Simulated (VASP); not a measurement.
A run of VASP 6.6.1:

The input POSCAR:

```
Ta
1.0
    2.5991897495      0.0000000000      0.0000000000
   -1.2995948748      2.2509643523      0.0000000000
    0.0000000000      0.0000000000      5.1181138697
Ta
2
Direct
    0.6666666667      0.3333333333      0.7500000000
    0.3333333333      0.6666666667      0.2500000000
```

Contents of INCAR.step1:

```
ALGO = Normal
EDIFF = 1E-4
ENCUT = 520
GGA = PE
ISMEAR = 0
LASPH = True
LCHARG = False
LREAL = False
LWAVE = True
NBANDS = 18
NELM = 80
PREC = Accurate
SIGMA = 0.15
```

File INCAR.step2:

```
ALGO = Normal
EDIFF = 1E-7
ENCUT = 520
ISIF = 2
ISMEAR = 0
ISTART = 1
LASPH = True
LCHARG = False
LMIXTAU = True
LREAL = False
LWAVE = False
METAGGA = R2SCAN
NBANDS = 18
NELM = 80
PREC = Accurate
SIGMA = 0.15
```

KPOINTS

```
k-points
0
Gamma
  24 24 12
```

Potentials or basis: VASP PAW PBE potentials, release 64 (Ta_pv).

Run with:

```sh
$ cat potpaw_PBE.64/Ta_pv/POTCAR > POTCAR
$ cp INCAR.step1 INCAR
$ mpirun -np 1 vasp_std > vasp.out
$ cp INCAR.step2 INCAR
$ mpirun -np 1 vasp_std > vasp.out
```

Hardware: 1 thread of Intel Xeon 8259CL, on a shared host.

Problem. Estimate the wall time of this run.

Solution. It took 15 min on 1 thread of Intel Xeon 8259CL, with other jobs on the host, peak memory 0.3 GiB. Counts: k points 427.
